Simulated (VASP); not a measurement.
# Ge (Fd-3m) in VASP: settings compared

Ge is run at these levels: PBE, r2SCAN; tasks: single point.

Everything below comes from runs of VASP 6.6.1. Logs are shortened: lines on timing, memory, paths and dates and some standing lists are left out, and cuts for length are marked.

## Step 1: The cell of the first run

It takes space group Fd-3m (No. 227, cubic). Conventional cell: a = 5.589 Å, b = 5.589 Å, c = 5.589 Å, α = 90.00°, β = 90.00°, γ = 90.00°. Within 3.2 Å of Ge (site symmetry -43m) lie 4 Ge at 2.42 Å.

## Step 2: Single point, PBE (strain -1.5%)

Input file INCAR:

```
ALGO = Normal
EDIFF = 1E-7
ENCUT = 520
GGA = PE
ISIF = 2
ISMEAR = -1
LASPH = T
LCHARG = F
LREAL = F
LWAVE = F
NBANDS = 21
NELM = 80
PREC = Accurate
SIGMA = 0.02
```

Input file KPOINTS:

```
k-points
0
Gamma
  8 8 8
```

Input file POSCAR:

```
Ge
1.0
    0.0000000000      2.7943204091      2.7943204091
    2.7943204091      0.0000000000      2.7943204091
    2.7943204091      2.7943204091      0.0000000000
Ge
2
Direct
    0.0000000000      0.0000000000      0.0000000000
    0.2500000000      0.2500000000      0.2500000000
```

Potentials or basis: VASP PAW PBE potentials, release 64 (Ge_d).

Command:

```bash
cat potpaw_PBE.64/Ge_d/POTCAR > POTCAR
mpirun -np 1 vasp_std > vasp.out
```

OUTCAR:

```text
EDIFF = 1E-7
   ENCUT = 520
   GGA = PE
   ISIF = 2
   ISMEAR = -1
   LASPH = T
   LREAL = F
   NELM = 80
   PREC = Accurate

 ion  position               nearest neighbor table
   1  0.000  0.000  0.000-   2 2.42   2 2.42   2 2.42   2 2.42
   2  0.250  0.250  0.250-   1 2.42   1 2.42   1 2.42   1 2.42

  LATTYP: Found a face centered cubic cell.
 ALAT       =     5.5886408182

  Lattice vectors:

 A1 = (   0.0000000000,   2.7943204091,   2.7943204091)
 A2 = (   2.7943204091,   0.0000000000,   2.7943204091)
 A3 = (   2.7943204091,   2.7943204091,   0.0000000000)

Analysis of symmetry for initial positions (statically):
=====================================================================
 Subroutine PRICEL returns:
 Original cell was already a primitive cell.

 Routine SETGRP: Setting up the symmetry group for a
 face centered cubic supercell.

 Subroutine GETGRP returns: Found 48 space group operations
 (whereof 24 operations were pure point group operations)
 out of a pool of 48 trial point group operations.

The static configuration has the point symmetry T_d .
 The point group associated with its full space group is O_h .

Analysis of symmetry for dynamics (positions and initial velocities):
=====================================================================
 Subroutine PRICEL returns:
 Original cell was already a primitive cell.

 Routine SETGRP: Setting up the symmetry group for a
 face centered cubic supercell.

 Subroutine GETGRP returns: Found 48 space group operations
 (whereof 24 operations were pure point group operations)
 out of a pool of 48 trial point group operations.

The dynamic configuration has the point symmetry T_d .
 The point group associated with its full space group is O_h .

 Subroutine INISYM returns: Found 48 space group operations
 (whereof 24 operations are pure point group operations),
 and found     1 'primitive' translations

----------------------------------------------------------------------------------------

                                     Primitive cell

  volume of cell :      43.6374

  direct lattice vectors                    reciprocal lattice vectors
     0.000000000  2.794320409  2.794320409    -0.178934384  0.178934384  0.178934384
     2.794320409  0.000000000  2.794320409     0.178934384 -0.178934384  0.178934384
     2.794320409  2.794320409  0.000000000     0.178934384  0.178934384 -0.178934384

  length of vectors
     3.951765820  3.951765820  3.951765820     0.309923444  0.309923444  0.309923444

  position of ions in fractional coordinates (direct lattice)
     0.000000000  0.000000000  0.000000000
     0.250000000  0.250000000  0.250000000

  ion indices of the primitive-cell ions
   primitive index   ion index
                 1           1
                 2           2

----------------------------------------------------------------------------------------

 KPOINTS: k-points

Automatic generation of k-mesh.
 Grid dimensions read from file:
 generate k-points for:    8    8    8

 Generating k-lattice:

  Cartesian coordinates                     Fractional coordinates (reciprocal lattice)
    -0.022366798  0.022366798  0.022366798     0.125000000  0.000000000  0.000000000
     0.022366798 -0.022366798  0.022366798     0.000000000  0.125000000  0.000000000
     0.022366798  0.022366798 -0.022366798     0.000000000  0.000000000  0.125000000

  Length of vectors
     0.038740430  0.038740430  0.038740430

  Shift w.r.t. Gamma in fractional coordinates (k-lattice)
     0.000000000  0.000000000  0.000000000

 Subroutine IBZKPT returns following result:
 ===========================================

 Found     29 irreducible k-points:

 Following reciprocal coordinates:
            Coordinates               Weight
  0.000000  0.000000  0.000000      1.000000
  0.125000  0.000000  0.000000      8.000000
  0.250000  0.000000  0.000000      8.000000
  0.375000  0.000000  0.000000      8.000000
  0.500000  0.000000  0.000000      4.000000
  0.125000  0.125000  0.000000      6.000000
[... 16 lines left out ...]
  0.500000  0.250000  0.125000     48.000000
 -0.375000  0.250000  0.125000     24.000000
 [... further k-points ...]
   k-points           NKPTS =     29   k-points in BZ     NKDIM =     29   number of bands    NBANDS=     21
   number of dos      NEDOS =    301   number of ions     NIONS =      2
   total plane-waves  NPLWV =  27000
   dimension x,y,z NGX =    30 NGY =   30 NGZ =   30
   dimension x,y,z NGXF=    60 NGYF=   60 NGZF=   60
   ions per type =               2
   NGX,Y,Z   is equivalent  to a cutoff of  12.62, 12.62, 12.62 a.u.
   NGXF,Y,Z  is equivalent  to a cutoff of  25.24, 25.24, 25.24 a.u.
 SYSTEM =  unknown system
   PREC   = accura    normal or accurate (medium, high low for compatibility)
   ISTART =      0    job   : 0-new  1-cont  2-samecut
   ICHARG =      2    charge: 1-file 2-atom 10-const
   ISPIN  =      1    spin polarized calculation?
   LNONCOLLINEAR =      F non collinear calculations
   LSORBIT =      F    spin-orbit coupling
   LASPH  =      T    aspherical Exc in radial PAW
   ENCUT  =  520.0 eV  38.22 Ry    6.18 a.u.   7.35  7.35  7.35*2*pi/ulx,y,z
   NELM   =     80;   NELMIN=  2; NELMDL= -5     # of ELM steps
   EDIFF  = 0.1E-06   stopping-criterion for ELM
   LREAL  =      F    real-space projection
   EDIFFG = 0.1E-05   stopping-criterion for IOM
   NSW    =      0    number of steps for IOM
   IBRION =     -1    ionic relax: 0-MD 1-quasi-New 2-CG
   NFREE  =      0    steps in history (QN), initial steepest desc. (CG)
   ISIF   =      2    stress and relaxation
   ISYM   =      2    0-nonsym 1-usesym 2-fastsym
   POTIM  = 0.5000    time-step for ionic-motion
   TEBEG  =    0.0;   TEEND  =   0.0 temperature during run
   PSTRESS=    0.0 pullay stress
   NELECT =      28.0000    total number of electrons
   NUPDOWN=      -1.0000    fix difference up-down
   EMIN   =  10.00;   EMAX   =-10.00  energy-range for DOS
   EFERMI =   0.00;   METHOD = LEGACY
   ISMEAR =    -1;   SIGMA  =   0.02  broadening in eV -4-tet -1-fermi 0-gaus
   EFERMI_NEDOS =   21; number of points for ismear=-14 and -15
   IALGO  =     38    algorithm
   IMIX   =      4    mixing-type and parameters
     AMIX     =   0.40;   BMIX     =  1.00
     AMIX_MAG =   1.60;   BMIX_MAG =  1.00
  volume/ion in A,a.u.               =      21.82       147.24
  Fermi-wavevector in a.u.,A,eV,Ry     =   1.412021  2.668334 27.127360  1.993805
  Thomas-Fermi vector in A             =   2.533813
   LORBIT       =      0    0 simple, 1 ext, 2 COOP (PROOUT), +10 PAW based schemes
   GGA     = PE    functional components
   LHFCALC =     F    Hartree Fock is set to
   AEXX    =    0.0000 exact exchange contribution
   IVDW    =     0    specifies the selected vdW correction
   LEPSILON=     F    determine dielectric tensor
   LRPA    =     F    only Hartree local field effects (RPA)
 non-spin polarized calculation
  energy-cutoff  :      520.00
  volume of cell :       43.64
 maximum number of plane-waves:      1211
 NGX is ok and might be reduce to    30
   NGX = 15   NGY = 15   NGZ = 15

 number of electron      28.0000025 magnetization

 Free energy of the ion-electron system (eV)
  ---------------------------------------------------
  ext. energy  EPLUGINS =         0.00000000
  ---------------------------------------------------
  free energy    TOTEN  =        -8.94744251 eV

  energy without entropy =       -8.94743995  energy(sigma->0) =       -8.94744123

 E-fermi :   5.5089     XC(G=0): -10.0996

 val. band max:        5.3619203993   @ k =   0.0000   0.0000   0.0000
 cond. band min:       5.6618325877   @ k =   0.5000   0.0000   0.0000
 fundamental gap:      0.2999121884
 Fermi energy:         5.5089154426

 k-point     1 :       0.0000    0.0000    0.0000
  band No.  band energies     occupation
      1     -19.5100      2.00000
      2     -19.5100      2.00000
      3     -19.5100      2.00000
      4     -19.4709      2.00000
      5     -19.4709      2.00000
      6     -19.2395      2.00000
[... 13 lines left out ...]
     20      14.9428      0.00000
     21      14.9428      0.00000

 k-point     2 :       0.1250    0.0000    0.0000
  band No.  band energies     occupation
      1     -19.5190      2.00000
      2     -19.5190      2.00000
      3     -19.5072      2.00000
      4     -19.4582      2.00000
      5     -19.4582      2.00000
      6     -19.2518      2.00000
[... 13 lines left out ...]
     20      14.0006      0.00000
     21      14.0006      0.00000

 k-point     3 :       0.2500    0.0000    0.0000
  band No.  band energies     occupation
      1     -19.5300      2.00000
      2     -19.5300      2.00000
      3     -19.5006      2.00000
      4     -19.4392      2.00000
      5     -19.4392      2.00000
      6     -19.2664      2.00000
[... 13 lines left out ...]
     20      13.7521      0.00000
     21      13.7521      0.00000

 k-point     4 :       0.3750    0.0000    0.0000
  band No.  band energies     occupation
      1     -19.5354      2.00000
      2     -19.5354      2.00000
      3     -19.4938      2.00000
      4     -19.4278      2.00000
      5     -19.4278      2.00000
      6     -19.2739      2.00000
[... 13 lines left out ...]
     20      14.9881      0.00000
     21      14.9881      0.00000

 k-point     5 :       0.5000    0.0000    0.0000
  band No.  band energies     occupation
      1     -19.5366      2.00000
      2     -19.5366      2.00000
      3     -19.4910      2.00000
      4     -19.4248      2.00000
      5     -19.4248      2.00000
      6     -19.2754      2.00000
[... 13 lines left out ...]
     20      16.7813      0.00000
     21      16.7815      0.00000

 k-point     6 :       0.1250    0.1250    0.0000
  band No.  band energies     occupation
      1     -19.5187      2.00000
      2     -19.5161      2.00000
      3     -19.5161      2.00000
      4     -19.4609      2.00000
      5     -19.4445      2.00000
      6     -19.2768      2.00000
[... 13 lines left out ...]
     20      13.1331      0.00000
     21      15.2137      0.00000

 k-point     7 :       0.2500    0.1250    0.0000
  band No.  band energies     occupation
      1     -19.5334      2.00000
      2     -19.5251      2.00000
      3     -19.5069      2.00000
      4     -19.4454      2.00000
      5     -19.4224      2.00000
      6     -19.2994      2.00000
[... 13 lines left out ...]
     20      14.4626      0.00000
     21      14.9910      0.00000
[... 291 lines left out ...]
      1     -19.5659      2.00000
      2     -19.5481      2.00000
      3     -19.4517      2.00000
      4     -19.3866      2.00000
      5     -19.3566      2.00000
      6     -19.3423      2.00000
[... 13 lines left out ...]
     20      15.2901      0.00000
     21      19.3440      0.00000

 k-point    21 :       0.5000    0.5000    0.0000
  band No.  band energies     occupation
      1     -19.5468      2.00000
      2     -19.5468      2.00000
      3     -19.4545      2.00000
      4     -19.4545      2.00000
      5     -19.3434      2.00000
      6     -19.3434      2.00000
[... 13 lines left out ...]
     20      17.3511      0.00000
     21      18.4118      0.00000

 k-point    22 :       0.3750    0.2500    0.1250
  band No.  band energies     occupation
      1     -19.5416      2.00000
      2     -19.5385      2.00000
      3     -19.4920      2.00000
      4     -19.4308      2.00000
      5     -19.3990      2.00000
      6     -19.3234      2.00000
[... 13 lines left out ...]
     20      15.6902      0.00000
     21      15.9546      0.00000

 k-point    23 :       0.5000    0.2500    0.1250
  band No.  band energies     occupation
      1     -19.5544      2.00000
      2     -19.5457      2.00000
      3     -19.4682      2.00000
      4     -19.4144      2.00000
      5     -19.3851      2.00000
      6     -19.3327      2.00000
[... 13 lines left out ...]
     20      15.2202      0.00000
     21      17.0786      0.00000

 k-point    24 :      -0.3750    0.2500    0.1250
  band No.  band energies     occupation
      1     -19.5602      2.00000
      2     -19.5472      2.00000
      3     -19.4574      2.00000
      4     -19.4023      2.00000
      5     -19.3868      2.00000
      6     -19.3269      2.00000
[... 13 lines left out ...]
     20      16.4450      0.00000
     21      17.0621      0.00000

 [... further k-points ...]

------------------------ aborting loop because EDIFF is reached ----------------------------------------

  FORCE on cell =-STRESS in cart. coord.  units (eV):
  Direction    XX          YY          ZZ          XY          YZ          ZX
  --------------------------------------------------------------------------------------
  -------------------------------------------------------------------------------------
  Total        1.7858764      1.7858764      1.7858764      0.0000000      0.0000000      0.0000000
  in kB       65.5697259     65.5697259     65.5697259      0.0000000      0.0000000      0.0000000
  external PRESSURE =      65.5697259 kB  Pullay stress =       0.0000000 kB

 VOLUME and BASIS-vectors are now :
 -----------------------------------------------------------------------------
  energy-cutoff  :      520.00
  volume of cell :       43.64
      direct lattice vectors                 reciprocal lattice vectors
     0.000000000  2.794320409  2.794320409    -0.178934384  0.178934384  0.178934384
     2.794320409  0.000000000  2.794320409     0.178934384 -0.178934384  0.178934384
     2.794320409  2.794320409  0.000000000     0.178934384  0.178934384 -0.178934384

 POSITION                                       TOTAL-FORCE (eV/Angst)
 -----------------------------------------------------------------------------------
      0.00000      0.00000      0.00000         0.000000      0.000000      0.000000
      1.39716      1.39716      1.39716        -0.000000     -0.000000     -0.000000
 -----------------------------------------------------------------------------------
    total drift:                                0.000000     -0.000000      0.000000

  FREE ENERGIE OF THE ION-ELECTRON SYSTEM (eV)
  ---------------------------------------------------
  free  energy   TOTEN  =        -8.9474425150 eV

  energy  without entropy=       -8.9474399508  energy(sigma->0) =       -8.94744123
```

Run time: 21 s. Hardware: 1 thread of Intel Xeon Platinum 8375C at 2.90GHz (Ice Lake), shared host; peak memory 0.17 GiB.

What came out:

| Property | Result |
| --- | --- |
| Free energy | -8.9474 eV |
| Pressure | 6.6 GPa |
| Band gap on the k mesh | 0.30 eV, indirect (least direct gap 0.38 eV) |

Caveat: the cell differs from its parent crystal (strain -1.5%).

## Step 3: Single point, PBE

This run uses another cell than the first one, of 22.83 Å³/atom, 1.046 times its volume.

Input file INCAR:

```
PREC = Accurate
ENCUT = 520
EDIFF = 1E-7
ISMEAR = -1
SIGMA = 0.02
LREAL = F
LASPH = T
NELM = 80
ALGO = Normal
ISIF = 2
LWAVE = F
LCHARG = F
GGA = PE
NBANDS = 21
```

Input file KPOINTS:

```
regular mesh
0
Gamma
  8 8 8
```

Input file POSCAR:

```
Ge
1.0
    0.0000000000      2.8368735118      2.8368735118
    2.8368735118      0.0000000000      2.8368735118
    2.8368735118      2.8368735118      0.0000000000
Ge
2
Direct
    0.0000000000      0.0000000000      0.0000000000
    0.2500000000      0.2500000000      0.2500000000
```

Potentials or basis: VASP PAW PBE potentials, release 64 (Ge_d).

Command:

```bash
cat potpaw_PBE.64/Ge_d/POTCAR > POTCAR
mpirun -np 1 vasp_std > vasp.out
```

It took 24 s on 1 thread of Intel Xeon Platinum 8375C at 2.90GHz (Ice Lake), shared host; peak memory 0.17 GiB.

Results (log left out):

```yaml
Free_energy: -9.0068 eV
Pressure: 2.9 GPa
Band_gap_on_the_k_mesh: zero (filled and empty bands touch)
```

Levels at points of the mesh, in eV from the Fermi level:
```tsv
k point	band 11	band 12	band 13	band 14	band 15	band 16	band 17	band 18
(0.00, 0.00, 0.00)	-12.72	-0.06	-0.02	-0.02	-0.02	2.53	2.53	2.53
(0.50, 0.00, 0.00)	-10.65	-7.57	-1.41	-1.41	0.14	3.73	3.73	7.11
(0.50, 0.50, 0.00)	-8.87	-8.87	-3.06	-3.06	0.75	0.75	9.43	9.43
```

[end of part 1 of 2]
